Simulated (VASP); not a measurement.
A run of VASP 6.6.1:

Contents of INCAR:

```
  ALGO = Fast
  EDIFF = 1E-6
  ENCUT = 520
  GGA = PS
  ISIF = 2
  ISMEAR = -1
  IVDW = 12
  LASPH = T
  LCHARG = F
  LREAL = F
  LWAVE = F
  NBANDS = 14
  NELM = 80
  PREC = Accurate
  SIGMA = 0.05
```

KPOINTS

```
k-points
0
Gamma
  9 9 9
```

File POSCAR:

```
Mg3Te
1.0
   -2.1126448734      2.1126448734      4.9772932190
    2.1126448734     -2.1126448734      4.9772932190
    2.1126448734      2.1126448734     -4.9772932190
Te Mg
1 3
Direct
    0.0000000000      0.0000000000      0.0000000000
    0.2500000000      0.7500000000      0.5000000000
    0.7500000000      0.2500000000      0.5000000000
    0.5000000000      0.5000000000      0.0000000000
```

Potentials or basis: VASP PAW PBE potentials, release 64 (Te, Mg).

The run is started by

```bash
$ cat potpaw_PBE.64/Te/POTCAR potpaw_PBE.64/Mg/POTCAR > POTCAR
$ mpirun -np 1 vasp_std > vasp.out
```

Hardware: 1 thread of Intel(R) Xeon(R) Platinum 8488C (Sapphire Rapids), on a shared host.

Question: Estimate the wall time of this run.

Answer: Run time: 2.1 min on 1 thread of Intel(R) Xeon(R) Platinum 8488C (Sapphire Rapids) (shared host), peak memory 0.38 GiB. Counts: scf iterations 13, k points 75.
